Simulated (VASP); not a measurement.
# Li2O (Fm-3m) in VASP: settings compared

Aim: see how the results for Li2O move with the level of theory and the settings. Levels: r2SCAN, PBE, LDA. Tasks: single point.

Program: VASP 6.6.1. These are calculated values, not measurements. Logs are shortened: lines on timing, memory, paths and dates and some standing lists are left out, and cuts for length are marked.

## Step 1: The cell of the first run

It takes space group Fm-3m (No. 225, cubic). Conventional cell: a = 4.619 Å, b = 4.619 Å, c = 4.619 Å, α = 90.00°, β = 90.00°, γ = 90.00°. Within 2.7 Å of Li (site symmetry -43m) lie 4 O at 2.00 Å and 6 Li at 2.31 Å. O (site symmetry m-3m) has 8 Li at 2.00 Å within 2.7 Å.

## Step 2: Single point, r2SCAN

POSCAR

```
Li2O
1.0
    0.0000000000      2.3095000000      2.3095000000
    2.3095000000      0.0000000000      2.3095000000
    2.3095000000      2.3095000000      0.0000000000
Li O
2 1
Direct
    0.2500000000      0.2500000000      0.2500000000
    0.7500000000      0.7500000000      0.7500000000
    0.0000000000      0.0000000000      0.0000000000
```

INCAR.step1

```
ALGO = Normal
EDIFF = 1E-4
ENCUT = 520
GGA = PE
ISMEAR = 0
LASPH = T
LCHARG = F
LREAL = F
LWAVE = T
NBANDS = 13
NELM = 100
PREC = Accurate
SIGMA = 0.05
```

INCAR.step2

```
ALGO = Normal
EDIFF = 1E-7
ENCUT = 520
ISIF = 2
ISMEAR = 0
ISTART = 1
LASPH = T
LCHARG = F
LMIXTAU = T
LREAL = F
LWAVE = F
METAGGA = R2SCAN
NBANDS = 13
NELM = 100
PREC = Accurate
SIGMA = 0.05
```

KPOINTS

```
k-points
0
Gamma
  8 8 8
```

Potentials or basis: VASP PAW PBE potentials, release 64 (Li_sv, O).

On the command line:

```sh
$ cat potpaw_PBE.64/Li_sv/POTCAR potpaw_PBE.64/O/POTCAR > POTCAR
$ cp INCAR.step1 INCAR
$ mpirun -np 1 vasp_std > vasp.out
$ cp INCAR.step2 INCAR
$ mpirun -np 1 vasp_std > vasp.out
```

OUTCAR:

```text
EDIFF = 1E-7
   ENCUT = 520
   ISIF = 2
   ISMEAR = 0
   ISTART = 1
   LASPH = T
   LREAL = F
   METAGGA = R2SCAN
   NELM = 100
   PREC = Accurate

 ion  position               nearest neighbor table
   1  0.250  0.250  0.250-   3 2.00   3 2.00   3 2.00   3 2.00   2 2.31   2 2.31   2 2.31   2 2.31
                             2 2.31   2 2.31
   2  0.750  0.750  0.750-   3 2.00   3 2.00   3 2.00   3 2.00   1 2.31   1 2.31   1 2.31   1 2.31
                             1 2.31   1 2.31
   3  0.000  0.000  0.000-   2 2.00   2 2.00   2 2.00   1 2.00   2 2.00   1 2.00   1 2.00   1 2.00

  LATTYP: Found a face centered cubic cell.
 ALAT       =     4.6190000000

  Lattice vectors:

 A1 = (   0.0000000000,   2.3095000000,   2.3095000000)
 A2 = (   2.3095000000,   0.0000000000,   2.3095000000)
 A3 = (   2.3095000000,   2.3095000000,   0.0000000000)

Analysis of symmetry for initial positions (statically):
=====================================================================
 Subroutine PRICEL returns:
 Original cell was already a primitive cell.

 Routine SETGRP: Setting up the symmetry group for a
 face centered cubic supercell.

 Subroutine GETGRP returns: Found 48 space group operations
 (whereof 48 operations were pure point group operations)
 out of a pool of 48 trial point group operations.

The static configuration has the point symmetry O_h .

Analysis of symmetry for dynamics (positions and initial velocities):
=====================================================================
 Subroutine PRICEL returns:
 Original cell was already a primitive cell.

 Routine SETGRP: Setting up the symmetry group for a
 face centered cubic supercell.

 Subroutine GETGRP returns: Found 48 space group operations
 (whereof 48 operations were pure point group operations)
 out of a pool of 48 trial point group operations.

The dynamic configuration has the point symmetry O_h .

 Subroutine INISYM returns: Found 48 space group operations
 (whereof 48 operations are pure point group operations),
 and found     1 'primitive' translations

----------------------------------------------------------------------------------------

                                     Primitive cell

  volume of cell :      24.6368

  direct lattice vectors                    reciprocal lattice vectors
     0.000000000  2.309500000  2.309500000    -0.216497077  0.216497077  0.216497077
     2.309500000  0.000000000  2.309500000     0.216497077 -0.216497077  0.216497077
     2.309500000  2.309500000  0.000000000     0.216497077  0.216497077 -0.216497077

  length of vectors
     3.266126222  3.266126222  3.266126222     0.374983938  0.374983938  0.374983938

  position of ions in fractional coordinates (direct lattice)
     0.250000000  0.250000000  0.250000000
     0.750000000  0.750000000  0.750000000
     0.000000000  0.000000000  0.000000000

  ion indices of the primitive-cell ions
   primitive index   ion index
                 1           1
                 2           2
                 3           3

----------------------------------------------------------------------------------------

 KPOINTS: k-points

Automatic generation of k-mesh.
 Grid dimensions read from file:
 generate k-points for:    8    8    8

 Generating k-lattice:

  Cartesian coordinates                     Fractional coordinates (reciprocal lattice)
    -0.027062135  0.027062135  0.027062135     0.125000000  0.000000000  0.000000000
     0.027062135 -0.027062135  0.027062135     0.000000000  0.125000000  0.000000000
     0.027062135  0.027062135 -0.027062135     0.000000000  0.000000000  0.125000000

  Length of vectors
     0.046872992  0.046872992  0.046872992

  Shift w.r.t. Gamma in fractional coordinates (k-lattice)
     0.000000000  0.000000000  0.000000000

 Subroutine IBZKPT returns following result:
 ===========================================

 Found     29 irreducible k-points:

 Following reciprocal coordinates:
            Coordinates               Weight
  0.000000  0.000000  0.000000      1.000000
  0.125000  0.000000  0.000000      8.000000
  0.250000  0.000000  0.000000      8.000000
  0.375000  0.000000  0.000000      8.000000
  0.500000  0.000000  0.000000      4.000000
  0.125000  0.125000  0.000000      6.000000
[... 16 lines left out ...]
  0.500000  0.250000  0.125000     48.000000
 -0.375000  0.250000  0.125000     24.000000
 [... further k-points ...]
   k-points           NKPTS =     29   k-points in BZ     NKDIM =     29   number of bands    NBANDS=     13
   number of dos      NEDOS =    301   number of ions     NIONS =      3
   total plane-waves  NPLWV =  13824
   dimension x,y,z NGX =    24 NGY =   24 NGZ =   24
   dimension x,y,z NGXF=    48 NGYF=   48 NGZF=   48
   ions per type =               2   1
   NGX,Y,Z   is equivalent  to a cutoff of  12.22, 12.22, 12.22 a.u.
   NGXF,Y,Z  is equivalent  to a cutoff of  24.43, 24.43, 24.43 a.u.
 SYSTEM =  unknown system
   PREC   = accura    normal or accurate (medium, high low for compatibility)
   ISTART =      1    job   : 0-new  1-cont  2-samecut
   ICHARG =      0    charge: 1-file 2-atom 10-const
   ISPIN  =      1    spin polarized calculation?
   LNONCOLLINEAR =      F non collinear calculations
   LSORBIT =      F    spin-orbit coupling
   LASPH  =      T    aspherical Exc in radial PAW
   ENCUT  =  520.0 eV  38.22 Ry    6.18 a.u.   6.07  6.07  6.07*2*pi/ulx,y,z
   NELM   =    100;   NELMIN=  2; NELMDL=  0     # of ELM steps
   EDIFF  = 0.1E-06   stopping-criterion for ELM
   LREAL  =      F    real-space projection
   EDIFFG = 0.1E-05   stopping-criterion for IOM
   NSW    =      0    number of steps for IOM
   IBRION =     -1    ionic relax: 0-MD 1-quasi-New 2-CG
   NFREE  =      0    steps in history (QN), initial steepest desc. (CG)
   ISIF   =      2    stress and relaxation
   ISYM   =      2    0-nonsym 1-usesym 2-fastsym
   POTIM  = 0.5000    time-step for ionic-motion
   TEBEG  =    0.0;   TEEND  =   0.0 temperature during run
   PSTRESS=    0.0 pullay stress
   NELECT =      12.0000    total number of electrons
   NUPDOWN=      -1.0000    fix difference up-down
   EMIN   =  10.00;   EMAX   =-10.00  energy-range for DOS
   EFERMI =   0.00;   METHOD = LEGACY
   ISMEAR =     0;   SIGMA  =   0.05  broadening in eV -4-tet -1-fermi 0-gaus
   EFERMI_NEDOS =   21; number of points for ismear=-14 and -15
   IALGO  =     38    algorithm
   IMIX   =      4    mixing-type and parameters
     AMIX     =   0.40;   BMIX     =  1.00
     AMIX_MAG =   1.60;   BMIX_MAG =  1.00
  volume/ion in A,a.u.               =       8.21        55.42
  Fermi-wavevector in a.u.,A,eV,Ry     =   1.288073  2.434106 22.573876  1.659133
  Thomas-Fermi vector in A             =   2.420049
   LORBIT       =      0    0 simple, 1 ext, 2 COOP (PROOUT), +10 PAW based schemes
   METAGGA = R2SCAN    functional components
   LHFCALC =     F    Hartree Fock is set to
   AEXX    =    0.0000 exact exchange contribution
   IVDW    =     0    specifies the selected vdW correction
   LEPSILON=     F    determine dielectric tensor
   LRPA    =     F    only Hartree local field effects (RPA)
 non-spin polarized calculation
 Gauss-broadening in eV      SIGMA  =   0.05
  energy-cutoff  :      520.00
  volume of cell :       24.64
 maximum number of plane-waves:       684
   NGX = 13   NGY = 13   NGZ = 13

 number of electron      11.9999975 magnetization

 Free energy of the ion-electron system (eV)
  ---------------------------------------------------
  ext. energy  EPLUGINS =         0.00000000
  ---------------------------------------------------
  free energy    TOTEN  =       -16.82648815 eV

  energy without entropy =      -16.82648815  energy(sigma->0) =      -16.82648815

 E-fermi :   1.1450     XC(G=0): -10.2715

 val. band max:        0.9395209345   @ k =   0.0000   0.0000   0.0000
 cond. band min:       6.6053288060   @ k =   0.5000   0.5000   0.0000
 fundamental gap:      5.6658078715
 Fermi energy:         1.1449560610

 k-point     1 :       0.0000    0.0000    0.0000
  band No.  band energies     occupation
      1     -43.3506      2.00000
      2     -43.0312      2.00000
      3     -15.4345      2.00000
      4       0.9395      2.00000
      5       0.9395      2.00000
      6       0.9395      2.00000
      7       7.0334      0.00000
      8      14.0377      0.00000
      9      14.0377      0.00000
     10      14.0385      0.00000
     11      21.1436      0.00000
     12      21.1436      0.00000
     13      21.1444      0.00000

 k-point     2 :       0.1250    0.0000    0.0000
  band No.  band energies     occupation
      1     -43.3363      2.00000
      2     -43.0417      2.00000
      3     -15.4074      2.00000
      4       0.4473      2.00000
      5       0.8684      2.00000
      6       0.8684      2.00000
      7       7.4437      0.00000
      8      14.0468      0.00000
      9      14.2542      0.00000
     10      14.2550      0.00000
     11      19.6702      0.00000
     12      19.6707      0.00000
     13      21.6738      0.00000

 k-point     3 :       0.2500    0.0000    0.0000
  band No.  band energies     occupation
      1     -43.2968      2.00000
      2     -43.0718      2.00000
      3     -15.3382      2.00000
      4      -0.5744      2.00000
      5       0.7061      2.00000
      6       0.7062      2.00000
      7       8.4505      0.00000
      8      13.7862      0.00000
      9      14.4646      0.00000
     10      14.4652      0.00000
     11      18.8784      0.00000
     12      18.8790      0.00000
     13      23.0168      0.00000
[... 305 lines left out ...]
 k-point    23 :       0.5000    0.2500    0.1250
  band No.  band energies     occupation
      1     -43.2255      2.00000
      2     -43.1281      2.00000
      3     -15.2312      2.00000
      4      -1.2313      2.00000
      5      -0.0781      2.00000
      6       0.3055      2.00000
      7       9.1876      0.00000
      8      12.6887      0.00000
      9      15.1633      0.00000
     10      15.5832      0.00000
     11      18.0249      0.00000
     12      21.6796      0.00000
     13      24.8040      0.00000

 k-point    24 :      -0.3750    0.2500    0.1250
  band No.  band energies     occupation
      1     -43.1756      2.00000
      2     -43.1749      2.00000
      3     -15.2059      2.00000
      4      -1.4747      2.00000
      5      -0.0503      2.00000
      6       0.1398      2.00000
      7       9.6562      0.00000
      8      12.2116      0.00000
      9      15.0871      0.00000
     10      15.5046      0.00000
     11      19.8725      0.00000
     12      20.2728      0.00000
     13      25.4683      0.00000

 [... further k-points ...]

------------------------ aborting loop because EDIFF is reached ----------------------------------------

  FORCE on cell =-STRESS in cart. coord.  units (eV):
  Direction    XX          YY          ZZ          XY          YZ          ZX
  --------------------------------------------------------------------------------------
  -------------------------------------------------------------------------------------
  Total       -0.4303645     -0.4303645     -0.4303645      0.0000000      0.0000000      0.0000000
  in kB      -27.9874368    -27.9874368    -27.9874368      0.0000000      0.0000000      0.0000000
  external PRESSURE =     -27.9874368 kB  Pullay stress =       0.0000000 kB

 VOLUME and BASIS-vectors are now :
 -----------------------------------------------------------------------------
  energy-cutoff  :      520.00
  volume of cell :       24.64
      direct lattice vectors                 reciprocal lattice vectors
     0.000000000  2.309500000  2.309500000    -0.216497077  0.216497077  0.216497077
     2.309500000  0.000000000  2.309500000     0.216497077 -0.216497077  0.216497077
     2.309500000  2.309500000  0.000000000     0.216497077  0.216497077 -0.216497077

 POSITION                                       TOTAL-FORCE (eV/Angst)
 -----------------------------------------------------------------------------------
      1.15475      1.15475      1.15475        -0.000000     -0.000000     -0.000000
      3.46425      3.46425      3.46425         0.000000      0.000000      0.000000
      0.00000      0.00000      0.00000         0.000000     -0.000000      0.000000
 -----------------------------------------------------------------------------------
    total drift:                               -0.000000      0.000000      0.000000

  FREE ENERGIE OF THE ION-ELECTRON SYSTEM (eV)
  ---------------------------------------------------
  free  energy   TOTEN  =       -16.8264881502 eV

  energy  without entropy=      -16.8264881502  energy(sigma->0) =      -16.82648815
```

Run time: 23 s. Hardware: 1 thread of Intel Xeon Platinum 8488C (Sapphire Rapids), shared host; peak memory 0.14 GiB.

What came out:

* Free energy: -16.8265 eV
* Band gap on the k mesh: 5.67 eV, indirect (least direct gap 6.09 eV)

Levels at points of the mesh, in eV from the valence-band top:
| k point | band 3 | band 4 | band 5 | band 6 | band 7 | band 8 | band 9 | band 10 |
| --- | --- | --- | --- | --- | --- | --- | --- | --- |
| (0.00, 0.00, 0.00) | -16.37 | 0.00 | 0.00 | 0.00 | 6.09 | 13.10 | 13.10 | 13.10 |
| (0.50, 0.00, 0.00) | -16.17 | -2.72 | -0.44 | -0.44 | 10.07 | 10.85 | 13.05 | 13.05 |
| (0.50, 0.50, 0.00) | -16.13 | -1.56 | -1.38 | -1.38 | 5.67 | 14.75 | 14.75 | 16.02 |

Caveat: the cutoff is under 1.25 times the usual one of these potentials, so pressure, stress and relaxed cells hold a basis-set (Pulay) error; the PAW data sets were made with another functional, which shifts forces and pressure a little. r2SCAN opens gaps a little over a GGA but as a rule still falls short of measured ones.

## Step 3: Single point, PBE

INCAR

```
SYSTEM = Li2O
PREC = Accurate
ENCUT = 750
EDIFF = 1E-6
ISMEAR = -4
SIGMA = 0.05
LREAL = .FALSE.
LASPH = .TRUE.
NELM = 120
ALGO = Normal
ISIF = 2
LWAVE = .FALSE.
LCHARG = .FALSE.
GGA = PE
NBANDS = 13
GGA_COMPAT = .FALSE.
```

KPOINTS

```
regular mesh
0
G
  8 8 8
  0 0 0
```

POSCAR is that of step 2.

Potentials or basis: VASP PAW PBE potentials, release 64 (Li_sv, O).

On the command line:

```sh
$ cat potpaw_PBE.64/Li_sv/POTCAR potpaw_PBE.64/O/POTCAR > POTCAR
$ mpirun -np 1 vasp_std > vasp.out
```

It took 17 s on 1 thread of Intel Xeon Platinum 8259CL at 2.50GHz (Skylake/Cascade Lake), shared host; peak memory 0.16 GiB.

It converged, with:

| Item | Value |
| --- | --- |
| Free energy | -14.3560 eV |
| Pressure | 0.0 GPa |
| Band gap on the k mesh | 4.98 eV, indirect (least direct gap 5.27 eV) |

Levels at points of the mesh, in eV from the valence-band top:
```csv
k point,band 3,band 4,band 5,band 6,band 7,band 8,band 9,band 10
"(0.00, 0.00, 0.00)",-15.45,0.00,0.00,0.00,5.27,11.94,11.94,11.94
"(0.50, 0.00, 0.00)",-15.22,-2.77,-0.45,-0.45,9.21,9.81,12.07,12.07
"(0.50, 0.50, 0.00)",-15.18,-1.60,-1.38,-1.38,4.98,13.54,13.54,14.72
```

A k mesh can miss the band edges.

## Step 4: Single point, LDA

INCAR

```
PREC = Accurate
ENCUT = 750
EDIFF = 1E-6
ISMEAR = 0
SIGMA = 0.05
LREAL = F
LASPH = T
NELM = 120
ALGO = Normal
ISIF = 2
LWAVE = F
LCHARG = F
GGA = CA
NBANDS = 13
GGA_COMPAT = F
```

KPOINTS

```
Automatic mesh
0
Gamma
  10 10 10
```

POSCAR is that of step 3.

Potentials or basis: VASP PAW LDA potentials, release 64 (Li_sv, O).

On the command line:

```sh
$ cat potpaw_LDA.64/Li_sv/POTCAR potpaw_LDA.64/O/POTCAR > POTCAR
$ mpirun -np 1 vasp_std > vasp.out
```

Wall time 22 s (1 thread of Intel Xeon Platinum 8259CL at 2.50GHz (Skylake/Cascade Lake), shared host); peak memory 0.15 GiB.

It converged, with:

```yaml
Free_energy: -15.7181 eV
Pressure: -6.8 GPa
Band_gap_on_the_k_mesh: 4.80 eV, indirect (least direct gap 5.25 eV)
```

Levels at points of the mesh, in eV from the valence-band top:
| k point | band 3 | band 4 | band 5 | band 6 | band 7 | band 8 | band 9 | band 10 |
| --- | --- | --- | --- | --- | --- | --- | --- | --- |
| (0.00, 0.00, 0.00) | -15.10 | 0.00 | 0.00 | 0.00 | 5.25 | 11.59 | 11.59 | 11.59 |
| (0.50, 0.00, 0.00) | -14.88 | -2.81 | -0.46 | -0.46 | 9.08 | 9.68 | 11.78 | 11.78 |
| (0.50, 0.50, 0.00) | -14.84 | -1.60 | -1.43 | -1.43 | 4.80 | 13.25 | 13.25 | 14.54 |

## Step 5: The runs side by side

| level | potentials or basis | k mesh | cutoff (eV) | smearing | gap on the mesh (eV) | pressure (GPa) |
| --- | --- | --- | --- | --- | --- | --- |
| r2SCAN | VASP PAW PBE potentials, release 64 (Li_sv, O) | 8 × 8 × 8 | 520 | gaussian 0.05 eV | 5.67 | - |
| PBE | VASP PAW PBE potentials, release 64 (Li_sv, O) | 8 × 8 × 8 | 750 | tetrahedron | 4.98 | 0.0 |
| LDA | VASP PAW LDA potentials, release 64 (Li_sv, O) | 10 × 10 × 10 | 750 | gaussian 0.05 eV | 4.80 | -6.8 |

Alike in all rows: task single point; no spin polarisation; cell as given.

Caveats: the cutoff is under 1.25 times the usual one of these potentials, so pressure, stress and relaxed cells hold a basis-set (Pulay) error (some runs); the PAW data sets were made with another functional, which shifts forces and pressure a little (some runs).

Absolute energies hang on the potentials; compare differences alone.
